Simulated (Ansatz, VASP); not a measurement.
**La in VASP and in Ansatz**

```
CELL_PARAMETERS angstrom
3.66522 0.00000 0.00000
-1.83261 3.17417 0.00000
0.00000 0.00000 5.78900
ATOMIC_POSITIONS crystal
La 0.33333 0.66667 0.25000
La 0.66667 0.33333 0.75000
```

Alike in both runs: task single point; functional r2SCAN; k mesh 11 × 11 × 6; occupations fermi-dirac, width 0.1 eV; no spin polarisation.

```csv
,VASP,Ansatz
version,VASP 6.6.1,Ansatz 0.2.0
potentials or method,"VASP PAW PBE potentials, release 64 (La), cutoff 520 eV","plane waves (500 eV) with PAW, scalar-relativistic"
valence electrons in the cell,22,22
```

Ansatz gave:

| Quantity | Value |
| --- | --- |
| pressure (GPa) | 3.3 |
| traceless stress, the component that is largest in VASP (GPa) | 0.26 |

Question: Estimate VASP's values.

Answer: Pressure (GPa): 3.4; traceless stress, the component that is largest in VASP (GPa): 0.24.

VASP's potentials were made for PBE, not for r2SCAN.

Spin-orbit coupling is off throughout.
